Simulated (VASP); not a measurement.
# TiO2 in VASP: a series of runs, part 2 of 3

VASP 6.6.1. The steps go on from the part before.

### 3 Single point, PBE

This run uses another cell than the first one, of 11.26 Å³/atom.

The input, INCAR:

```
SYSTEM = TiO2
PREC = Accurate ; ENCUT = 520
EDIFF = 1E-6 ; ISMEAR = -1
SIGMA = 0.05 ; LREAL = .False.
LASPH = .True. ; NELM = 100
ALGO = Normal ; ISIF = 2
LWAVE = .False. ; LCHARG = .False.
GGA = PE ; NBANDS = 46
```

The input, KPOINTS:

```
Automatic mesh
0
Gamma
  9 6 4
  0 0 0
```

The input, POSCAR:

```
TiO2
1.0
    2.9788330959     -0.0000737130      0.0001279969
    0.0000919169      4.7768508482     -0.0233554371
    1.4891513257      0.2107388048      7.1224540015
Ti O
3 6
Direct
   -0.0228771775      0.0003766094      0.0007024718
    0.3462421992      0.4866045129      0.3170031155
    0.6624364060      0.5141486788      0.6844010253
    0.4442942084      0.1873629018      0.1282845500
    0.7830584743      0.3022910502      0.4493433897
    0.1060188548      0.3052123043      0.8047915554
    0.9100986859      0.6955384721      0.1966163222
    0.2317064326      0.6984624341      0.5520652086
    0.5718729061      0.8133900464      0.8731253517
```

Potentials or basis: VASP PAW PBE potentials, release 64 (Ti_sv, O).

Launch:

```bash
cat potpaw_PBE.64/Ti_sv/POTCAR potpaw_PBE.64/O/POTCAR > POTCAR
mpirun -np 1 vasp_std > vasp.out
```

Run time: 15 min. Hardware: 1 thread of Intel Xeon 8259CL, shared host; peak memory 0.43 GiB.

It converged, with:

```
Free energy            : -80.3181 eV
Pressure               : 0.7 GPa
Largest force          : 0.065 eV/Å
Band gap on the k mesh : 2.29 eV (least direct gap 2.34 eV)
```

Forces on the atoms (eV/Å):
```
Ti   0.036  0.000  0.000
Ti   0.003  0.000 -0.038
Ti   0.003  0.000  0.038
O   -0.019  0.019  0.019
O   -0.002 -0.064  0.009
O    0.000 -0.015  0.012
O    0.000  0.016 -0.012
O   -0.002  0.064 -0.009
O   -0.019 -0.019 -0.019
```

Stress tensor (GPa, compression positive):
```
0.85 0.00 0.00
0.00 0.53 0.00
0.00 0.00 0.69
```

Levels at points of the mesh, in eV from the valence-band top:
| k point | band 34 | band 35 | band 36 | band 37 | band 38 | band 39 |
| --- | --- | --- | --- | --- | --- | --- |
| (0.00, 0.00, 0.00) | -0.39 | -0.27 | -0.05 | 2.29 | 2.66 | 2.77 |
| (0.00, 0.50, 0.00) | -0.88 | -0.83 | -0.74 | 2.40 | 2.66 | 2.68 |
| (0.00, 0.00, 0.50) | -0.83 | -0.30 | -0.14 | 2.44 | 2.63 | 2.70 |
| (0.00, 0.50, 0.50) | -0.71 | -0.68 | -0.22 | 2.32 | 2.58 | 2.65 |

A k mesh can miss the band edges.

### 4 Relaxation of cell and atoms, LDA+U

The input, INCAR:

```
PREC     = Accurate       # precision mode
ENCUT    = 600            # plane-wave cutoff, eV
EDIFF    = 1E-7           # SCF threshold, eV
ISMEAR   = -1             # smearing method
SIGMA    = 0.05           # smearing width, eV
LREAL    = False          # projectors in reciprocal space
LASPH    = True           # aspherical terms in the spheres
NELM     = 200            # most SCF steps
ALGO     = Normal         # electronic algorithm
ISIF     = 3              # what is computed and relaxed
LWAVE    = False          # write WAVECAR
LCHARG   = False          # write CHGCAR
LMAXMIX  = 4              # l up to which the mixer works
LDAU     = True           # DFT+U
LDAUTYPE = 2            
LDAUL    = 2 -1           # shell
LDAUU    = 4 0            # U, eV
LDAUJ    = 0 0          
LDAUPRINT= 1            
IBRION   = 2              # ionic algorithm
NSW      = 60             # ionic steps
EDIFFG   = -0.01          # ionic threshold
GGA_COMPAT= False        
NELMIN   = 4            
KPAR     = 4
```

The input, KPOINTS:

```
regular mesh
0
Gamma
  7 5 3
```

The input, POSCAR:

```
TiO2
1.0
    2.9682645463      0.0000000000      0.0000000000
    0.0002080834      4.7076067549      0.0000000000
    1.4835696211      0.2423534620      7.0834647979
Ti O
3 6
Direct
    0.0033718700      0.0003888100      0.0007031900
    0.3446402100      0.4802596500      0.3169598700
    0.6617081400      0.5204743600      0.6844963600
    0.4400381600      0.1854376900      0.1285388000
    0.7779263400      0.2977287500      0.4518780700
    0.1012362400      0.3089534200      0.8062432200
    0.9064972100      0.6918369900      0.1951715700
    0.2294071500      0.7030072800      0.5495147300
    0.5680256700      0.8153000600      0.8728271800
```

Potentials or basis: VASP PAW LDA potentials, release 64 (Ti_sv, O).

Launch:

```bash
cat potpaw_LDA.64/Ti_sv/POTCAR potpaw_LDA.64/O/POTCAR > POTCAR
mpirun -np 4 vasp_std > vasp.out
```

OUTCAR:

```text
PREC = Accurate
   ENCUT = 600
   EDIFF = 1E-7
   ISMEAR = -1
   LREAL = False
   LASPH = True
   NELM = 200
   ISIF = 3
   IBRION = 2
   NSW = 60
   EDIFFG = -0.01
   NELMIN = 4

 ion  position               nearest neighbor table
   1  0.003  0.000  0.001-   9 1.96   4 1.96   4 1.96   9 1.96   7 1.97   6 1.97
   2  0.345  0.480  0.317-   5 1.95   5 1.95   4 1.96   7 1.97   7 1.97   8 1.98
   3  0.662  0.520  0.684-   8 1.95   8 1.95   9 1.96   6 1.97   6 1.97   5 1.98
   4  0.440  0.185  0.129-   1 1.96   2 1.96   1 1.96
   5  0.778  0.298  0.452-   2 1.95   2 1.95   3 1.98
   6  0.101  0.309  0.806-   1 1.97   3 1.97   3 1.97
   7  0.906  0.692  0.195-   2 1.97   1 1.97   2 1.97
   8  0.229  0.703  0.550-   3 1.95   3 1.95   2 1.98
   9  0.568  0.815  0.873-   1 1.96   3 1.96   1 1.96

  LATTYP: Found a triclinic cell.
 ALAT       =     7.2412145089
 B/A-ratio  =     0.4099125282
 C/A-ratio  =     0.6501128718
 COS(alpha) =     0.0000442015
 COS(beta)  =     0.0334776766
 COS(gamma) =     0.2048785627

  Lattice vectors:

 A1 = (   1.4835696211,   0.2423534620,   7.0834647979)
 A2 = (   2.9682645463,   0.0000000000,   0.0000000000)
 A3 = (   0.0002080834,   4.7076067549,   0.0000000000)

Analysis of symmetry for initial positions (statically):
=====================================================================
 Subroutine PRICEL returns:
 Original cell was already a primitive cell.

[... 314 lines left out ...]
[... ionic steps 4 to 10 ...]

--------------------------------------- Ionic step       11  -------------------------------------------

 number of electron      71.9999996 magnetization

------------------------ aborting loop because EDIFF is reached ----------------------------------------
[... 180 lines left out ...]
--------------------------------------- Ionic step       13  -------------------------------------------

 number of electron      71.9999996 magnetization

 Free energy of the ion-electron system (eV)
  ---------------------------------------------------
  ext. energy  EPLUGINS =         0.00000000
  ---------------------------------------------------
  free energy    TOTEN  =       -79.60085750 eV

  energy without entropy =      -79.60085750  energy(sigma->0) =      -79.60085750

 E-fermi :   5.1187     XC(G=0): -11.6313

 val. band max:        3.8943815551   @ k =   0.0000   0.0000   0.3333
 cond. band min:       6.6413315355   @ k =   0.0000   0.0000   0.0000
 fundamental gap:      2.7469499805
 Fermi energy:         5.1186568401

 k-point     1 :       0.0000    0.0000    0.0000
  band No.  band energies     occupation
      1     -53.0815      2.00000
      2     -52.9288      2.00000
      3     -52.8941      2.00000
      4     -29.7149      2.00000
      5     -29.6965      2.00000
      6     -29.6517      2.00000
[... 1093 lines left out ...]
     42       7.8488      0.00000
     43       7.9864      0.00000

 [... further k-points ...]

------------------------ aborting loop because EDIFF is reached ----------------------------------------

  FORCE on cell =-STRESS in cart. coord.  units (eV):
  Direction    XX          YY          ZZ          XY          YZ          ZX
  --------------------------------------------------------------------------------------
  -------------------------------------------------------------------------------------
  Total       -0.0033545      0.0106461     -0.0446668     -0.0001836      0.0127709     -0.0004134
  in kB       -0.0545993      0.1732792     -0.7270109     -0.0029879      0.2078632     -0.0067289
  external PRESSURE =      -0.2027770 kB  Pullay stress =       0.0000000 kB
[... 24 lines left out ...]
  FREE ENERGIE OF THE ION-ELECTRON SYSTEM (eV)
  ---------------------------------------------------
  free  energy   TOTEN  =       -79.6008574997 eV

  energy  without entropy=      -79.6008574997  energy(sigma->0) =      -79.60085750

 reached required accuracy - stopping structural energy minimisation
```

CONTCAR:

```text
TiO2
   1.00000000000000
     2.9781057028823690   -0.0000548155635274    0.0001459038633258
     0.0001186051666680    4.6645907418866157    0.0011008998438690
     1.4888311346268357    0.2417703592357902    7.0861249778410675
  Ti              O
     3     6
Direct
     0.0036075223454426    0.0003772296249883    0.0007104640891880
     0.3453423949583412    0.4808944277768380    0.3172773161476606
     0.6618911203463033    0.5198584528699197    0.6841258704800941
     0.4400917445449264    0.1861281849753950    0.1278648645598274
     0.7779457284189439    0.2959798681433072    0.4521758101261636
     0.1010318613416523    0.3093907428139149    0.8058940654071034
     0.9062950542307623    0.6913718618506521    0.1955161290633036
     0.2293848378787925    0.7047717650616924    0.5492323721906192
     0.5672607259348356    0.8146144768832896    0.8735360979360374

  0.00000000E+00  0.00000000E+00  0.00000000E+00
  0.00000000E+00  0.00000000E+00  0.00000000E+00
  0.00000000E+00  0.00000000E+00  0.00000000E+00
  0.00000000E+00  0.00000000E+00  0.00000000E+00
  0.00000000E+00  0.00000000E+00  0.00000000E+00
  0.00000000E+00  0.00000000E+00  0.00000000E+00
  0.00000000E+00  0.00000000E+00  0.00000000E+00
  0.00000000E+00  0.00000000E+00  0.00000000E+00
  0.00000000E+00  0.00000000E+00  0.00000000E+00
```

Wall time 7.9 min (4 MPI ranks of Intel Xeon Platinum 8259CL at 2.50GHz (Skylake/Cascade Lake), shared host); peak memory 0.33 GiB.

Results:

```yaml
Free_energy: -79.6009 eV
Relaxed_volume: 10.94 Å³/atom
Relaxed_cell: a = 2.978 Å, b = 4.665 Å, c = 7.245 Å, α = 88.07°, β = 78.14°, γ = 90.00°
Space_group_after_relaxing_to_0.1_Å: C2/m (No. 12)
Energy_gained_by_relaxing: 0.5 meV/atom
Ionic_steps: 13
Pressure_after_relaxing: 0.0 GPa
Largest_force_after_relaxing: 0.010 eV/Å
Band_gap_on_the_k_mesh: 2.75 eV (least direct gap 2.76 eV)
```

Forces on the atoms (eV/Å):
```
Ti   0.001  0.000 -0.002
Ti   0.001  0.001  0.005
Ti   0.001 -0.001 -0.004
O   -0.001  0.004 -0.008
O   -0.001 -0.003 -0.004
O    0.000 -0.005 -0.007
O   -0.001  0.004  0.008
O    0.000  0.003  0.002
O   -0.001 -0.003  0.009
```

Stress tensor (GPa, compression positive):
```
-0.01  0.00  0.00
 0.00  0.02  0.02
 0.00  0.02 -0.07
```

The path:
```tsv
step	energy change (eV)	largest force (eV/Å)	pressure (GPa)	volume (Å³)
1	0.0000	0.1040	-0.52	98.98
2	-0.0030	0.1046	0.46	98.47
3	-0.0031	0.0821	0.34	98.53
4	-0.0038	0.0568	-0.28	98.67
5	-0.0039	0.0286	-0.10	98.63
6	-0.0043	0.0240	-0.05	98.56
7	-0.0044	0.0282	0.02	98.49
8	-0.0046	0.0170	0.00	98.45
9	-0.0046	0.0173	0.00	98.45
10	-0.0047	0.0145	0.01	98.44
11	-0.0047	0.0176	0.02	98.42
12	-0.0047	0.0158	0.02	98.43
13	-0.0047	0.0095	-0.02	98.44
```

Final structure:
```
Ti O
1.0
     2.97811   -0.00005    0.00015
     0.00012    4.66459    0.00110
     1.48883    0.24177    7.08612
Ti O
3 6
Direct
  0.00361 0.00038 0.00071
  0.34534 0.48089 0.31728
  0.66189 0.51986 0.68413
  0.44009 0.18613 0.12786
  0.77795 0.29598 0.45218
  0.10103 0.30939 0.80589
  0.90630 0.69137 0.19552
  0.22938 0.70477 0.54923
  0.56726 0.81461 0.87354
```

Levels at points of the mesh, in eV from the valence-band top:
```
           k point  band 32  band 33  band 34  band 35  band 36  band 37  band 38  band 39  band 40  band 41
(0.00, 0.00, 0.00)    -0.88    -0.51    -0.39    -0.26    -0.02     2.75     3.14     3.21     3.32     3.59
```

Eigenvalues of the final occupation matrices:
| site | spin | trace | eigenvalues |
| --- | --- | --- | --- |
| site 1 d | 1 | 0.81 | 0.08 0.10 0.10 0.26 0.27 |
| site 1 d | 2 | 0.81 | 0.08 0.10 0.10 0.26 0.27 |
| site 2 d | 1 | 0.83 | 0.09 0.10 0.10 0.26 0.27 |
| site 2 d | 2 | 0.83 | 0.09 0.10 0.10 0.26 0.27 |
| site 3 d | 1 | 0.83 | 0.09 0.10 0.10 0.26 0.27 |
| site 3 d | 2 | 0.83 | 0.09 0.10 0.10 0.26 0.27 |

### 5 Relaxation of cell and atoms, PBE

The input, INCAR:

```
PREC     = Accurate       # precision mode
ENCUT    = 600            # plane-wave cutoff, eV
EDIFF    = 1E-6           # SCF threshold, eV
ISMEAR   = -1             # smearing method
SIGMA    = 0.05           # smearing width, eV
LREAL    = False          # projectors in reciprocal space
LASPH    = True           # aspherical terms in the spheres
NELM     = 80             # most SCF steps
ALGO     = Normal         # electronic algorithm
ISIF     = 3              # what is computed and relaxed
LWAVE    = False          # write WAVECAR
LCHARG   = False          # write CHGCAR
GGA      = PE             # functional
IBRION   = 2              # ionic algorithm
NSW      = 60             # ionic steps
EDIFFG   = -0.01          # ionic threshold
KPAR     = 2
```

The input, KPOINTS:

```
regular mesh
0
Gamma
  9 6 4
```

POSCAR is that of step 4.

Potentials or basis: VASP PAW PBE potentials, release 64 (Ti_sv, O).

Launch:

```bash
cat potpaw_PBE.64/Ti_sv/POTCAR potpaw_PBE.64/O/POTCAR > POTCAR
mpirun -np 2 vasp_std > vasp.out
```

It took 19 min on 2 MPI ranks of Intel Xeon 6975P-C (Granite Rapids), shared host; peak memory 0.52 GiB.

Results (log left out):

* Free energy: -80.3247 eV
* Relaxed volume: 11.26 Å³/atom
* Relaxed cell: a = 2.978 Å, b = 4.780 Å, c = 7.279 Å, α = 88.39°, β = 78.20°, γ = 90.00°
* Space group after relaxing (to 0.1 Å): C2/m (No. 12)
* Energy gained by relaxing: 3.2 meV/atom
* Ionic steps: 20
* Pressure after relaxing: 0.0 GPa
* Largest force after relaxing: 0.009 eV/Å
* Band gap on the k mesh: 2.21 eV (least direct gap 2.27 eV)

Forces on the atoms (eV/Å):
```
Ti  -0.001  0.000  0.000
Ti   0.001  0.005 -0.004
Ti   0.000 -0.005  0.005
O    0.000  0.007  0.002
O    0.000 -0.002  0.005
O    0.000 -0.003 -0.008
O    0.000  0.004  0.008
O    0.000  0.002 -0.005
O    0.000 -0.007 -0.002
```

Step by step:
```
step  energy change (eV)  largest force (eV/Å)  pressure (GPa)  volume (Å³)
   1              0.0000                0.1782            4.12        98.98
   2              0.0141                0.5261           -4.72       103.08
   3             -0.0233                0.1422            0.03       100.76
   4             -0.0262                0.0803            0.05       100.99
   5             -0.0263                0.1392            0.05       101.07
   6             -0.0270                0.0827           -0.03       101.24
   7             -0.0271                0.0523           -0.05       101.19
   8             -0.0276                0.0294            0.04       101.19
   9             -0.0278                0.0574            0.15       101.18
  10             -0.0281                0.0323            0.02       101.28
  11             -0.0282                0.0320           -0.11       101.36
  12             -0.0283                0.0160            0.01       101.32
  13             -0.0283                0.0191            0.07       101.30
  14             -0.0283                0.0177            0.05       101.31
  15             -0.0284                0.0117            0.04       101.33
  16             -0.0284                0.0206            0.00       101.38
  17             -0.0284                0.0166           -0.01       101.36
  18             -0.0285                0.0130           -0.02       101.38
  19             -0.0285                0.0102           -0.01       101.37
  20             -0.0285                0.0090           -0.02       101.37
```

Final structure:
```
Ti O
1.0
     2.97820    0.00000    0.00009
     0.00021    4.77956   -0.01386
     1.48874    0.22528    7.12110
Ti O
3 6
Direct
  0.00311 0.00038 0.00070
  0.34534 0.48286 0.31669
  0.66177 0.51790 0.68471
  0.43965 0.18446 0.12898
  0.77881 0.30108 0.45060
  0.10100 0.30826 0.80625
  0.90657 0.69249 0.19516
  0.22866 0.69968 0.55081
  0.56795 0.81629 0.87243
```

Levels at points of the mesh, in eV from the valence-band top:
```csv
k point,band 34,band 35,band 36,band 37,band 38,band 39
"(0.00, 0.00, 0.00)",-0.37,-0.28,-0.06,2.21,2.61,2.73
"(0.00, 0.50, 0.00)",-0.89,-0.84,-0.75,2.30,2.65,2.71
"(0.00, 0.00, 0.50)",-0.84,-0.29,-0.14,2.36,2.60,2.74
"(0.00, 0.50, 0.50)",-0.71,-0.69,-0.22,2.26,2.51,2.62
```

A k mesh can miss the band edges.

(Continued in part 3 of 3.)
